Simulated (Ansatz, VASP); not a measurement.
**Ni: VASP beside Ansatz**

```
CELL_PARAMETERS angstrom
-1.38199 1.38199 1.38199
1.38199 -1.38199 1.38199
1.38199 1.38199 -1.38199
ATOMIC_POSITIONS crystal
Ni 0.00000 0.00000 0.00000
```

Change from the starting cell: volume scaled by 0.96, PAW files.

Alike in both runs: task electric field gradients; functional PBE; k mesh 18 × 18 × 18; occupations fermi-dirac, width 0.08 eV; collinear spin.

|  | VASP | Ansatz |
| --- | --- | --- |
| version | VASP 6.6.1 | Ansatz 0.2.0 |
| potentials or method | VASP PAW PBE potentials, release 64 (Ni) | PAW with Ansatz's default frozen-core files, scalar-relativistic |
| plane-wave cutoff (eV) | 520 | 420 |
| valence electrons in the cell | 10 | 18 |

Ansatz gave:

| Item | Value |
| --- | --- |
| pressure (GPa) | 8.6 |
| net moment per atom (μB) | 0.53 |
| size of the moment on the site where the two differ most (μB) | 0.56 |

**Question.** Which values does VASP return?

**Answer.** Pressure (GPa): 8.4; net moment per atom (μB): 0.52; size of the moment on the site where the two differ most (μB): 0.53.

Site moments also hang on the region over which each program counts them. VASP's potentials hold 10 valence electrons a cell and Ansatz's 18, so a difference there can come from the potentials and not from the codes.
